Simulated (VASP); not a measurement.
# Ti: relaxation of cell and atoms with PBEsol

Ti:

```
CELL_PARAMETERS angstrom
2.95000 0.00000 0.00000
-1.47500 2.55477 0.00000
0.00000 0.00000 4.68600
ATOMIC_POSITIONS crystal
Ti 0.33333 0.66667 0.25000
Ti 0.66667 0.33333 0.75000
```

* Program: VASP 6.6.1
* Task: relaxation of cell and atoms
* Functional: PBEsol
* Potentials or basis: VASP PAW PBE potentials, release 64 (Ti_sv)
* Cutoff: 600 eV
* k mesh: 12 × 12 × 7
* Occupations: fermi-dirac, width 0.1 eV
* Spin: no spin polarisation
* Dipole correction: no
* Further INCAR settings: ALGO = Normal; EDIFF = 1e-06; IBRION = 2; EDIFFG = -0.01; NSW = 80; ISIF = 3

```json
{
 "Relaxed volume": "16.71 Å³/atom",
 "Relaxed cell": "a = 2.898 Å, b = 2.898 Å, c = 4.594 Å, α = 90.00°, β = 90.00°, γ = 120.00°",
 "Space group after relaxing (to 0.05 Å)": "P6_3/mmc (No. 194)",
 "Energy gained by relaxing": "18.5 meV/atom",
 "Ionic steps": "5",
 "Pressure after relaxing": "0.0 GPa",
 "Band gap on the k mesh": "zero (band 12 reaches 9.42 eV, above the bottom of band 13 at 8.35 eV)"
}
```

Stress tensor (GPa, compression positive):
```
 0.02  0.00  0.00
 0.00  0.02  0.00
 0.00  0.00 -0.08
```

Step by step:
```tsv
step	energy change (eV)	largest force (eV/Å)	pressure (GPa)	volume (Å³)
1	0.0000	0.0000	-5.93	35.32
2	-0.0164	0.0000	5.12	32.08
3	-0.0370	0.0000	-0.01	33.41
4	-0.0369	0.0000	0.09	33.38
5	-0.0370	0.0000	-0.01	33.42
```

Final structure:
```
Ti
1.0
     2.89841    0.00000    0.00000
    -1.44920    2.51009    0.00000
     0.00000    0.00000    4.59355
Ti
2
Direct
  0.33333 0.66667 0.25000
  0.66667 0.33333 0.75000
```

Levels at points of the mesh, in eV from the Fermi level:
```csv
k point,band 8,band 9,band 10,band 11,band 12,band 13,band 14,band 15,band 16
"(0.00, 0.00, 0.00)",-32.43,-6.28,-2.77,0.82,0.82,0.91,0.95,1.35,1.35
"(0.50, 0.00, 0.00)",-32.51,-2.38,-2.25,-1.93,-0.55,0.51,0.68,1.26,3.55
```

Wall time 110 s on 1 thread of Intel Xeon 6975P-C, on a shared host, peak memory 0.19 GiB.

Caveat: the PAW data sets were made with another functional, which shifts forces and pressure a little.
